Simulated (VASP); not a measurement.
# Sb (Im-3m) in VASP: notebook

Sb is run at these levels: PBE; tasks: single point, relaxation of cell and atoms.

All numbers are computed with VASP 6.6.1; they aren't measurements. Logs are shortened: lines on timing, memory, paths and dates and some standing lists are left out, and cuts for length are marked.

### 1 The cell of the first run

Symmetry: Im-3m, No. 229, cubic system. Conventional cell: a = 3.789 Å, b = 3.789 Å, c = 3.789 Å, α = 90.00°, β = 90.00°, γ = 90.00°. Sb (site symmetry m-3m) has 14 Sb at 3.28 to 3.79 Å within 4.3 Å.

This isn't the form of Sb at room conditions, which is rhombohedral.

### 2 Single point, PBE

INCAR reads:

```
ALGO = Normal
EDIFF = 1E-6
ENCUT = 500
GGA = PE
GGA_COMPAT = F
ISIF = 2
ISMEAR = -1
LASPH = T
LCHARG = T
LELF = T
LREAL = F
LVHAR = T
LWAVE = F
NBANDS = 8
NELM = 120
PREC = Accurate
SIGMA = 0.1
```

KPOINTS reads:

```
k-points
0
Gamma
  9 9 9
```

POSCAR reads:

```
Sb
1.0
   -1.8943249595      1.8943249595      1.8943249595
    1.8943249595     -1.8943249595      1.8943249595
    1.8943249595      1.8943249595     -1.8943249595
Sb
1
Direct
    0.0000000000      0.0000000000      0.0000000000
```

Potentials or basis: VASP PAW PBE potentials, release 64 (Sb).

On the command line:

```console
cat potpaw_PBE.64/Sb/POTCAR > POTCAR
mpirun -np 1 vasp_std > vasp.out
```

OUTCAR:

```text
EDIFF = 1E-6
   ENCUT = 500
   GGA = PE
   ISIF = 2
   ISMEAR = -1
   LASPH = T
   LREAL = F
   NELM = 120
   PREC = Accurate

 ion  position               nearest neighbor table
   1  0.000  0.000  0.000-

  LATTYP: Found a body centered cubic cell.
 ALAT       =     3.7886499190

  Lattice vectors:

 A1 = (  -1.8943249595,   1.8943249595,   1.8943249595)
 A2 = (   1.8943249595,  -1.8943249595,   1.8943249595)
 A3 = (   1.8943249595,   1.8943249595,  -1.8943249595)

Analysis of symmetry for initial positions (statically):
=====================================================================
 Subroutine PRICEL returns:
 Original cell was already a primitive cell.

 Routine SETGRP: Setting up the symmetry group for a
 body centered cubic supercell.

 Subroutine GETGRP returns: Found 48 space group operations
 (whereof 48 operations were pure point group operations)
 out of a pool of 48 trial point group operations.

The static configuration has the point symmetry O_h .

Analysis of symmetry for dynamics (positions and initial velocities):
=====================================================================
 Subroutine PRICEL returns:
 Original cell was already a primitive cell.

 Routine SETGRP: Setting up the symmetry group for a
 body centered cubic supercell.

 Subroutine GETGRP returns: Found 48 space group operations
 (whereof 48 operations were pure point group operations)
 out of a pool of 48 trial point group operations.

The dynamic configuration has the point symmetry O_h .

 Subroutine INISYM returns: Found 48 space group operations
 (whereof 48 operations are pure point group operations),
 and found     1 'primitive' translations

----------------------------------------------------------------------------------------

                                     Primitive cell

  volume of cell :      27.1909

  direct lattice vectors                    reciprocal lattice vectors
    -1.894324960  1.894324960  1.894324960     0.000000000  0.263946266  0.263946266
     1.894324960 -1.894324960  1.894324960     0.263946266  0.000000000  0.263946266
     1.894324960  1.894324960 -1.894324960     0.263946266  0.263946266  0.000000000

  length of vectors
     3.281067076  3.281067076  3.281067076     0.373276389  0.373276389  0.373276389

  position of ions in fractional coordinates (direct lattice)
[... 71 lines left out ...]
   ISPIN  =      1    spin polarized calculation?
   LNONCOLLINEAR =      F non collinear calculations
   LSORBIT =      F    spin-orbit coupling
   LASPH  =      T    aspherical Exc in radial PAW
   ENCUT  =  500.0 eV  36.75 Ry    6.06 a.u.   5.98  5.98  5.98*2*pi/ulx,y,z
   NELM   =    120;   NELMIN=  2; NELMDL= -5     # of ELM steps
   EDIFF  = 0.1E-05   stopping-criterion for ELM
   LREAL  =      F    real-space projection
   EDIFFG = 0.1E-04   stopping-criterion for IOM
   NSW    =      0    number of steps for IOM
   IBRION =     -1    ionic relax: 0-MD 1-quasi-New 2-CG
   NFREE  =      0    steps in history (QN), initial steepest desc. (CG)
   ISIF   =      2    stress and relaxation
   ISYM   =      2    0-nonsym 1-usesym 2-fastsym
   POTIM  = 0.5000    time-step for ionic-motion
   TEBEG  =    0.0;   TEEND  =   0.0 temperature during run
   PSTRESS=    0.0 pullay stress
   NELECT =       5.0000    total number of electrons
   NUPDOWN=      -1.0000    fix difference up-down
   EMIN   =  10.00;   EMAX   =-10.00  energy-range for DOS
   EFERMI =   0.00;   METHOD = LEGACY
   ISMEAR =    -1;   SIGMA  =   0.10  broadening in eV -4-tet -1-fermi 0-gaus
   EFERMI_NEDOS =   21; number of points for ismear=-14 and -15
   IALGO  =     38    algorithm
   IMIX   =      4    mixing-type and parameters
     AMIX     =   0.40;   BMIX     =  1.00
     AMIX_MAG =   1.60;   BMIX_MAG =  1.00
  volume/ion in A,a.u.               =      27.19       183.49
  Fermi-wavevector in a.u.,A,eV,Ry     =   0.930944  1.759230 11.791588  0.866657
  Thomas-Fermi vector in A             =   2.057386
   LORBIT       =      0    0 simple, 1 ext, 2 COOP (PROOUT), +10 PAW based schemes
   GGA     = PE    functional components
   LHFCALC =     F    Hartree Fock is set to
   AEXX    =    0.0000 exact exchange contribution
   IVDW    =     0    specifies the selected vdW correction
   LEPSILON=     F    determine dielectric tensor
   LRPA    =     F    only Hartree local field effects (RPA)
 non-spin polarized calculation
  energy-cutoff  :      500.00
  volume of cell :       27.19
 maximum number of plane-waves:       712
   NGX = 11   NGY = 11   NGZ = 11

 number of electron       5.0000000 magnetization

 Free energy of the ion-electron system (eV)
  ---------------------------------------------------
  ext. energy  EPLUGINS =         0.00000000
  ---------------------------------------------------
  free energy    TOTEN  =        -3.93330829 eV

  energy without entropy =       -3.91860352  energy(sigma->0) =       -3.92595590

 E-fermi :   8.4321     XC(G=0): -10.1860

 val. band max:        8.3565156415   @ k =   0.3333   0.2222   0.1111
 cond. band min:       8.5989793627   @ k =  -0.3333   0.3333   0.2222
 fundamental gap:      0.2424637212
 Fermi energy:         8.4321438439

 k-point     1 :       0.0000    0.0000    0.0000
  band No.  band energies     occupation
      1      -4.4429      2.00000
      2      13.7345      0.00000
      3      13.7345      0.00000
      4      13.7345      0.00000
      5      18.8297      0.00000
      6      18.8297      0.00000
      7      18.8297      0.00000
      8      20.1106      0.00000
[... 243 lines left out ...]
 k-point    24 :      -0.4444   -0.4444    0.1111
  band No.  band energies     occupation
      1       0.1032      2.00000
      2       3.5176      2.00000
      3       7.3366      1.99997
      4      11.2328      0.00000
      5      15.6591      0.00000
      6      17.2872      0.00000
      7      18.3901      0.00000
      8      20.1032      0.00000

 [... further k-points ...]
[... 5 lines left out ...]
  --------------------------------------------------------------------------------------
  -------------------------------------------------------------------------------------
  Total       -0.0226086     -0.0226086     -0.0226086      0.0000000     -0.0000000     -0.0000000
  in kB       -1.3321711     -1.3321711     -1.3321711      0.0000000     -0.0000000     -0.0000000
  external PRESSURE =      -1.3321711 kB  Pullay stress =       0.0000000 kB

 VOLUME and BASIS-vectors are now :
 -----------------------------------------------------------------------------
  energy-cutoff  :      500.00
  volume of cell :       27.19
      direct lattice vectors                 reciprocal lattice vectors
    -1.894324960  1.894324960  1.894324960     0.000000000  0.263946266  0.263946266
     1.894324960 -1.894324960  1.894324960     0.263946266  0.000000000  0.263946266
     1.894324960  1.894324960 -1.894324960     0.263946266  0.263946266  0.000000000

 POSITION                                       TOTAL-FORCE (eV/Angst)
 -----------------------------------------------------------------------------------
      0.00000      0.00000      0.00000        -0.000000      0.000000      0.000000
 -----------------------------------------------------------------------------------
    total drift:                                0.000000     -0.000000     -0.000000

  FREE ENERGIE OF THE ION-ELECTRON SYSTEM (eV)
  ---------------------------------------------------
  free  energy   TOTEN  =        -3.9333082894 eV

  energy  without entropy=       -3.9186035175  energy(sigma->0) =       -3.92595590
```

stdout:

```text
POSCAR found type information on POSCAR Sb
 POSCAR found :  1 types and       1 ions
 scaLAPACK will be used
 LDA part: xc-table for (Slater+PW92), standard interpolation
 POSCAR, INCAR and KPOINTS ok, starting setup
 FFT: planning ... GRIDC
 FFT: planning ... GRID_SOFT
 FFT: planning ... GRID
 WAVECAR not read
 entering main loop
```

Wall time 3.7 s (1 thread of Intel Xeon Platinum 8488C (Sapphire Rapids), shared host); peak memory 0.13 GiB.

Results:

```
Free energy            : -3.9333 eV
Pressure               : -0.1 GPa
Band gap on the k mesh : zero (an odd number of electrons rules out a gap without spin polarisation)
```

Levels at points of the mesh, in eV from the Fermi level:
```tsv
k point	band 1	band 2	band 3	band 4	band 5	band 6
(0.00, 0.00, 0.00)	-12.88	5.30	5.30	5.30	10.40	10.40
```

Caveat: spin-orbit coupling is left out, which moves the levels of the heavy elements.

### 3 Relaxation of cell and atoms, PBE

This run uses another cell than the first one, of 30.12 Å³/atom.

INCAR reads:

```
  PREC = Accurate
  ENCUT = 500
  EDIFF = 1E-7
  ISMEAR = -1
  SIGMA = 0.1
  LREAL = F
  LASPH = T
  NELM = 120
  ALGO = Normal
  ISIF = 3
  LWAVE = F
  LCHARG = F
  GGA = PE
  IBRION = 2
  NSW = 80
  EDIFFG = -0.02
  GGA_COMPAT = F
  NELMIN = 4
```

KPOINTS reads:

```
Automatic mesh
0
Gamma
  9 9 9
```

POSCAR reads:

```
Sb
1.0
   -1.9600000000      1.9600000000      1.9600000000
    1.9600000000     -1.9600000000      1.9600000000
    1.9600000000      1.9600000000     -1.9600000000
Sb
1
Direct
    0.0000000000      0.0000000000      0.0000000000
```

Potentials or basis: VASP PAW PBE potentials, release 64 (Sb).

On the command line:

```console
cat potpaw_PBE.64/Sb/POTCAR > POTCAR
mpirun -np 1 vasp_std > vasp.out
```

Run time: 17 s. Hardware: 1 thread of Intel Xeon Platinum 8488C (Sapphire Rapids), shared host; peak memory 0.16 GiB.

Results (log left out):

```yaml
Free_energy: -3.9334 eV
Relaxed_volume: 27.13 Å³/atom
Relaxed_cell: a = 3.279 Å, b = 3.279 Å, c = 3.279 Å, α = 109.47°, β = 109.47°, γ = 109.47°
Space_group_after_relaxing_to_0.1_Å: Im-3m (No. 229)
Energy_gained_by_relaxing: 52.4 meV/atom
Ionic_steps: 3
Pressure_after_relaxing: 0.0 GPa
Band_gap_on_the_k_mesh: zero (an odd number of electrons rules out a gap without spin polarisation)
```

Step by step:
| step | energy change (eV) | largest force (eV/Å) | pressure (GPa) | volume (Å³) |
| --- | --- | --- | --- | --- |
| 1 | 0.0000 | 0.0000 | -5.04 | 30.12 |
| 2 | -0.0452 | 0.0000 | 2.50 | 26.17 |
| 3 | -0.0524 | 0.0000 | 0.01 | 27.13 |

Final structure:
```cif
data_structure
_symmetry_space_group_name_H-M 'P 1'
_symmetry_Int_Tables_number 1
_cell_length_a 3.2786
_cell_length_b 3.2786
_cell_length_c 3.2786
_cell_angle_alpha 109.471
_cell_angle_beta 109.471
_cell_angle_gamma 109.471
_cell_volume 27.13
loop_
_atom_site_label
_atom_site_type_symbol
_atom_site_fract_x
_atom_site_fract_y
_atom_site_fract_z
_atom_site_occupancy
Sb1 Sb 0.00000 0.00000 0.00000 1
```

Levels at points of the mesh, in eV from the Fermi level:
| k point | band 1 | band 2 | band 3 | band 4 | band 5 |
| --- | --- | --- | --- | --- | --- |
| (0.00, 0.00, 0.00) | -12.89 | 5.32 | 5.32 | 5.32 | 10.41 |

Caveat: spin-orbit coupling is left out, which moves the levels of the heavy elements.

### 4 Relaxation of cell and atoms, PBE, target pressure 10 GPa, at which the enthalpy is minimised

This run uses another cell than the first one, of 30.12 Å³/atom.

INCAR reads:

```
PREC     = Accurate       # precision mode
ENCUT    = 500            # plane-wave cutoff, eV
EDIFF    = 1E-7           # SCF threshold, eV
ISMEAR   = -1             # smearing method
SIGMA    = 0.1            # smearing width, eV
LREAL    = F              # projectors in reciprocal space
LASPH    = T              # aspherical terms in the spheres
NELM     = 120            # most SCF steps
ALGO     = Normal         # electronic algorithm
ISIF     = 3              # what is computed and relaxed
LWAVE    = F              # write WAVECAR
LCHARG   = F              # write CHGCAR
GGA      = PE             # functional
IBRION   = 2              # ionic algorithm
NSW      = 80             # ionic steps
EDIFFG   = -0.02          # ionic threshold
PSTRESS  = 100.0        
GGA_COMPAT= F            
NELMIN   = 4
```

KPOINTS reads:

```
regular mesh
0
Gamma
  9 9 9
```

POSCAR is that of step 3.

On the command line:

```console
cat potpaw_PBE.64/Sb/POTCAR > POTCAR
mpirun -np 1 vasp_std > vasp.out
```

Run time: 32 s. Hardware: 1 thread of Intel Xeon Platinum 8488C (Sapphire Rapids), shared host; peak memory 0.17 GiB.

It converged, with:

* Free energy: -3.8483 eV
* Relaxed volume: 24.09 Å³/atom
* Relaxed cell: a = 3.151 Å, b = 3.151 Å, c = 3.151 Å, α = 109.47°, β = 109.47°, γ = 109.47°
* Space group after relaxing (to 0.1 Å): Im-3m (No. 229)
* Energy change on relaxing (the run minimises the enthalpy): +32.7 meV/atom
* Ionic steps: 7
* Pressure after relaxing: 10.0 GPa
* Band gap on the k mesh: zero (an odd number of electrons rules out a gap without spin polarisation)

The path:
| step | energy change (eV) | largest force (eV/Å) | pressure (GPa) | volume (Å³) |
| --- | --- | --- | --- | --- |
| 1 | 0.0000 | 0.0000 | -5.04 | 30.12 |
| 2 | 0.7523 | 0.0000 | 44.98 | 19.40 |
| 3 | 0.0202 | 0.0000 | 9.11 | 24.30 |
| 4 | 0.0298 | 0.0000 | 9.81 | 24.13 |
| 5 | 0.0368 | 0.0000 | 10.30 | 24.02 |
| 6 | 0.0281 | 0.0000 | 9.68 | 24.16 |
| 7 | 0.0327 | 0.0000 | 10.01 | 24.09 |

Final structure:
```
CELL_PARAMETERS angstrom
-1.81928 1.81928 1.81928
1.81928 -1.81928 1.81928
1.81928 1.81928 -1.81928
ATOMIC_POSITIONS crystal
Sb 0.00000 0.00000 0.00000
```

Levels at points of the mesh, in eV from the Fermi level:
```
           k point  band 1  band 2  band 3  band 4  band 5
(0.00, 0.00, 0.00)  -13.84    6.36    6.36    6.36   10.92
```

Caveat: the cell is relaxed towards a set pressure, so the run minimises the enthalpy, not the energy; the volume moved by over 15 % at a fixed basis, so the end points are rough; spin-orbit coupling is left out, which moves the levels of the heavy elements.

(Part 1 of 2 ends here.)
